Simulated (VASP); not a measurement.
Here is a VASP 6.6.1 calculation.

The input INCAR:

```
PREC = Accurate ; ENCUT = 520
EDIFF = 1E-6 ; ISMEAR = -1
SIGMA = 0.05 ; LREAL = False
LASPH = True ; NELM = 80
ALGO = Normal ; ISIF = 2
LWAVE = False ; LCHARG = True
GGA = PS ; LELF = True
LVHAR = True ; NBANDS = 12
```

Contents of KPOINTS:

```
Automatic mesh
0
Gamma
  9 9 9
```

Contents of POSCAR:

```
La
1.0
   -2.0514232118      2.0514232118      2.0514232118
    2.0514232118     -2.0514232118      2.0514232118
    2.0514232118      2.0514232118     -2.0514232118
La
1
Direct
    0.0000000000      0.0000000000      0.0000000000
```

Potentials or basis: VASP PAW PBE potentials, release 64 (La).

Command:

```console
$ cat potpaw_PBE.64/La/POTCAR > POTCAR
$ mpirun -np 1 vasp_std > vasp.out
```

(1) What does it give for the pressure?

Answers

(1) 0.0 GPa.

Caveat: the PAW data sets were made with another functional, which shifts forces and pressure a little.
